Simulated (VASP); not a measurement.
# HgTe (F-43m) in VASP: further runs

HgTe is run at these levels: PBE; tasks: electric field gradients, single point.

All numbers are computed with VASP 6.6.1; they aren't measurements. Logs are shortened: lines on timing, memory, paths and dates and some standing lists are left out, and cuts for length are marked.

## Step 1: The cell of the first run

Symmetry: F-43m, No. 216, cubic system. The conventional cell has a = 6.532 Å, b = 6.532 Å, c = 6.532 Å, α = 90.00°, β = 90.00°, γ = 90.00°. Within 3.7 Å of Hg (site symmetry -43m) lie 4 Te at 2.83 Å. Te (site symmetry -43m) has 4 Hg at 2.83 Å within 3.7 Å.

## Step 2: Electric field gradients, PBE (34.84 Å³/atom)

INCAR reads:

```
  PREC = Accurate
  ENCUT = 520
  EDIFF = 1E-8
  ISMEAR = -1
  SIGMA = 0.03
  LREAL = False
  LASPH = True
  NELM = 60
  ALGO = Normal
  ISIF = 2
  LWAVE = False
  LCHARG = False
  GGA = PE
  LEFG = True
  NBANDS = 16
```

KPOINTS reads:

```
Automatic mesh
0
Gamma
  11 11 11
```

POSCAR reads:

```
HgTe
1.0
    0.0000000000      3.2659193382      3.2659193382
    3.2659193382      0.0000000000      3.2659193382
    3.2659193382      3.2659193382      0.0000000000
Hg Te
1 1
Direct
    0.0000000000      0.0000000000      0.0000000000
    0.7500000000      0.7500000000      0.7500000000
```

Potentials or basis: VASP PAW PBE potentials, release 64 (Hg, Te).

The run is started by

```bash
$ cat potpaw_PBE.64/Hg/POTCAR potpaw_PBE.64/Te/POTCAR > POTCAR
$ mpirun -np 1 vasp_std > vasp.out
```

OUTCAR:

```text
PREC = Accurate
   ENCUT = 520
   EDIFF = 1E-8
   ISMEAR = -1
   LREAL = False
   LASPH = True
   NELM = 60
   ISIF = 2
   GGA = PE

 ion  position               nearest neighbor table
   1  0.000  0.000  0.000-   2 2.83   2 2.83   2 2.83   2 2.83
   2  0.750  0.750  0.750-   1 2.83   1 2.83   1 2.83   1 2.83

  LATTYP: Found a face centered cubic cell.
 ALAT       =     6.5318386764

  Lattice vectors:

 A1 = (   0.0000000000,   3.2659193382,   3.2659193382)
 A2 = (   3.2659193382,   0.0000000000,   3.2659193382)
 A3 = (   3.2659193382,   3.2659193382,   0.0000000000)

Analysis of symmetry for initial positions (statically):
=====================================================================
 Subroutine PRICEL returns:
 Original cell was already a primitive cell.

 Routine SETGRP: Setting up the symmetry group for a
 face centered cubic supercell.

 Subroutine GETGRP returns: Found 24 space group operations
 (whereof 24 operations were pure point group operations)
 out of a pool of 48 trial point group operations.

The static configuration has the point symmetry T_d .

Analysis of symmetry for dynamics (positions and initial velocities):
=====================================================================
 Subroutine PRICEL returns:
 Original cell was already a primitive cell.

 Routine SETGRP: Setting up the symmetry group for a
 face centered cubic supercell.

 Subroutine GETGRP returns: Found 24 space group operations
 (whereof 24 operations were pure point group operations)
 out of a pool of 48 trial point group operations.

The dynamic configuration has the point symmetry T_d .

 Subroutine INISYM returns: Found 24 space group operations
 (whereof 24 operations are pure point group operations),
 and found     1 'primitive' translations

----------------------------------------------------------------------------------------

                                     Primitive cell

  volume of cell :      69.6701

  direct lattice vectors                    reciprocal lattice vectors
     0.000000000  3.265919338  3.265919338    -0.153096249  0.153096249  0.153096249
     3.265919338  0.000000000  3.265919338     0.153096249 -0.153096249  0.153096249
     3.265919338  3.265919338  0.000000000     0.153096249  0.153096249 -0.153096249

  length of vectors
     4.618707422  4.618707422  4.618707422     0.265170482  0.265170482  0.265170482

  position of ions in fractional coordinates (direct lattice)
     0.000000000  0.000000000  0.000000000
     0.750000000  0.750000000  0.750000000

  ion indices of the primitive-cell ions
   primitive index   ion index
                 1           1
                 2           2

----------------------------------------------------------------------------------------

 KPOINTS: Automatic mesh

Automatic generation of k-mesh.
 Grid dimensions read from file:
 generate k-points for:   11   11   11

 Generating k-lattice:

  Cartesian coordinates                     Fractional coordinates (reciprocal lattice)
    -0.013917841  0.013917841  0.013917841     0.090909091  0.000000000  0.000000000
     0.013917841 -0.013917841  0.013917841     0.000000000  0.090909091  0.000000000
     0.013917841  0.013917841 -0.013917841     0.000000000  0.000000000  0.090909091

  Length of vectors
     0.024106407  0.024106407  0.024106407

  Shift w.r.t. Gamma in fractional coordinates (k-lattice)
     0.000000000  0.000000000  0.000000000

 Subroutine IBZKPT returns following result:
 ===========================================

 Found     56 irreducible k-points:

 Following reciprocal coordinates:
            Coordinates               Weight
  0.000000  0.000000  0.000000      1.000000
  0.090909  0.000000  0.000000      8.000000
  0.181818  0.000000  0.000000      8.000000
  0.272727  0.000000  0.000000      8.000000
  0.363636  0.000000  0.000000      8.000000
  0.454545  0.000000  0.000000      8.000000
[... 16 lines left out ...]
 -0.272727  0.181818  0.000000     24.000000
 -0.181818  0.181818  0.000000     12.000000
 [... further k-points ...]
   k-points           NKPTS =     56   k-points in BZ     NKDIM =     56   number of bands    NBANDS=     16
   number of dos      NEDOS =    301   number of ions     NIONS =      2
   total plane-waves  NPLWV =  46656
   dimension x,y,z NGX =    36 NGY =   36 NGZ =   36
   dimension x,y,z NGXF=    72 NGYF=   72 NGZF=   72
   ions per type =               1   1
   NGX,Y,Z   is equivalent  to a cutoff of  12.96, 12.96, 12.96 a.u.
   NGXF,Y,Z  is equivalent  to a cutoff of  25.92, 25.92, 25.92 a.u.
 SYSTEM =  unknown system
   PREC   = accura    normal or accurate (medium, high low for compatibility)
   ISTART =      0    job   : 0-new  1-cont  2-samecut
   ICHARG =      2    charge: 1-file 2-atom 10-const
   ISPIN  =      1    spin polarized calculation?
   LNONCOLLINEAR =      F non collinear calculations
   LSORBIT =      F    spin-orbit coupling
   LASPH  =      T    aspherical Exc in radial PAW
   ENCUT  =  520.0 eV  38.22 Ry    6.18 a.u.   8.59  8.59  8.59*2*pi/ulx,y,z
   NELM   =     60;   NELMIN=  2; NELMDL= -5     # of ELM steps
   EDIFF  = 0.1E-07   stopping-criterion for ELM
   LREAL  =      F    real-space projection
   EDIFFG = 0.1E-06   stopping-criterion for IOM
   NSW    =      0    number of steps for IOM
   IBRION =     -1    ionic relax: 0-MD 1-quasi-New 2-CG
   NFREE  =      0    steps in history (QN), initial steepest desc. (CG)
   ISIF   =      2    stress and relaxation
   ISYM   =      2    0-nonsym 1-usesym 2-fastsym
   POTIM  = 0.5000    time-step for ionic-motion
   TEBEG  =    0.0;   TEEND  =   0.0 temperature during run
   PSTRESS=    0.0 pullay stress
   NELECT =      18.0000    total number of electrons
   NUPDOWN=      -1.0000    fix difference up-down
   EMIN   =  10.00;   EMAX   =-10.00  energy-range for DOS
   EFERMI =   0.00;   METHOD = LEGACY
   ISMEAR =    -1;   SIGMA  =   0.03  broadening in eV -4-tet -1-fermi 0-gaus
   EFERMI_NEDOS =   21; number of points for ismear=-14 and -15
   IALGO  =     38    algorithm
   IMIX   =      4    mixing-type and parameters
     AMIX     =   0.40;   BMIX     =  1.00
     AMIX_MAG =   1.60;   BMIX_MAG =  1.00
  volume/ion in A,a.u.               =      34.84       235.08
  Fermi-wavevector in a.u.,A,eV,Ry     =   1.042678  1.970376 14.791947  1.087177
  Thomas-Fermi vector in A             =   2.177354
   LORBIT       =      0    0 simple, 1 ext, 2 COOP (PROOUT), +10 PAW based schemes
   GGA     = PE    functional components
   LHFCALC =     F    Hartree Fock is set to
   AEXX    =    0.0000 exact exchange contribution
   IVDW    =     0    specifies the selected vdW correction
   LEPSILON=     F    determine dielectric tensor
   LRPA    =     F    only Hartree local field effects (RPA)
 non-spin polarized calculation
  energy-cutoff  :      520.00
  volume of cell :       69.67
 maximum number of plane-waves:      1893
   NGX = 17   NGY = 17   NGZ = 17

 number of electron      18.0000002 magnetization

 Free energy of the ion-electron system (eV)
  ---------------------------------------------------
  ext. energy  EPLUGINS =         0.00000000
  ---------------------------------------------------
  free energy    TOTEN  =        -3.62530725 eV

  energy without entropy =       -3.62515943  energy(sigma->0) =       -3.62523334

 E-fermi :   2.8057     XC(G=0):  -8.6008

 val. band max:        2.7698191039   @ k =   0.0000   0.0000   0.0000
 cond. band min:       3.2217183994   @ k =   0.0909   0.0000   0.0000
 fundamental gap:      0.4518992955
 Fermi energy:         2.8056905557

 k-point     1 :       0.0000    0.0000    0.0000
  band No.  band energies     occupation
      1      -8.9965      2.00000
      2      -4.4054      2.00000
      3      -4.4054      2.00000
      4      -4.4054      2.00000
      5      -3.9127      2.00000
      6      -3.9127      2.00000
[... 8 lines left out ...]
     15      12.2778      0.00000
     16      12.2778      0.00000
[... 419 lines left out ...]
 k-point    24 :      -0.1818    0.1818    0.0000
  band No.  band energies     occupation
      1      -8.6542      2.00000
      2      -4.3206      2.00000
      3      -4.2993      2.00000
      4      -4.1957      2.00000
      5      -3.9327      2.00000
      6      -3.8875      2.00000
[... 8 lines left out ...]
     15      11.8842      0.00000
     16      12.1631      0.00000

 [... further k-points ...]

------------------------ aborting loop because EDIFF is reached ----------------------------------------

  FORCE on cell =-STRESS in cart. coord.  units (eV):
  Direction    XX          YY          ZZ          XY          YZ          ZX
  --------------------------------------------------------------------------------------
  -------------------------------------------------------------------------------------
  Total        0.9529220      0.9529220      0.9529220     -0.0000000      0.0000000     -0.0000000
  in kB       21.9139955     21.9139955     21.9139955     -0.0000000      0.0000000     -0.0000000
  external PRESSURE =      21.9139955 kB  Pullay stress =       0.0000000 kB

 VOLUME and BASIS-vectors are now :
 -----------------------------------------------------------------------------
  energy-cutoff  :      520.00
  volume of cell :       69.67
      direct lattice vectors                 reciprocal lattice vectors
     0.000000000  3.265919338  3.265919338    -0.153096249  0.153096249  0.153096249
     3.265919338  0.000000000  3.265919338     0.153096249 -0.153096249  0.153096249
     3.265919338  3.265919338  0.000000000     0.153096249  0.153096249 -0.153096249

 POSITION                                       TOTAL-FORCE (eV/Angst)
 -----------------------------------------------------------------------------------
      0.00000      0.00000      0.00000         0.000000      0.000000      0.000000
      4.89888      4.89888      4.89888        -0.000000     -0.000000     -0.000000
 -----------------------------------------------------------------------------------
    total drift:                                0.000000      0.000000      0.000000

  FREE ENERGIE OF THE ION-ELECTRON SYSTEM (eV)
  ---------------------------------------------------
  free  energy   TOTEN  =        -3.6253072502 eV

  energy  without entropy=       -3.6251594259  energy(sigma->0) =       -3.62523334

 Electric field gradients (V/A^2)
---------------------------------------------------------------------
 ion       V_xx      V_yy      V_zz      V_xy      V_xz      V_yz
---------------------------------------------------------------------
   1      -0.000    -0.000    -0.000     0.000     0.000     0.000
   2       0.000    -0.000     0.000    -0.000    -0.000    -0.000
---------------------------------------------------------------------

 Electric field gradients after diagonalization (V/A^2)
 (convention: |V_zz| > |V_xx| > |V_yy|)
----------------------------------------------------------------------
 ion       V_xx      V_yy      V_zz     asymmetry (V_yy - V_xx)/ V_zz
----------------------------------------------------------------------
   1      -0.000    -0.000     0.000       0.000
   2       0.000     0.000    -0.000       0.000
----------------------------------------------------------------------

           NMR quadrupolar parameters

 Cq : quadrupolar parameter    Cq=e*Q*V_zz/h
 eta: asymmetry parameters     (V_yy - V_xx)/ V_zz
 Q  : nuclear electric quadrupole moment in mb (millibarn)
----------------------------------------------------------------------
 ion       Cq(MHz)       eta       Q (mb)
----------------------------------------------------------------------
   1       0.000       0.000       1.000
   2      -0.000       0.000       1.000
----------------------------------------------------------------------
```

It took 2.4 min on 1 thread of Intel Xeon 8259CL, shared host; peak memory 0.24 GiB.

What came out:

| Property | Result |
| --- | --- |
| Free energy | -3.6253 eV |
| Pressure | 2.2 GPa |
| Band gap on the k mesh | zero (filled and empty bands touch) |
| Largest electric field gradient by atom | under 0.05 V/Å² on every atom |

Caveat: semilocal functionals underestimate gaps, and a narrow one can read as zero; spin-orbit coupling is left out, which moves the levels of the heavy elements.

[end of part 1 of 2]

The gap in the log of VASP goes by the Fermi energy; the results here count the filled bands.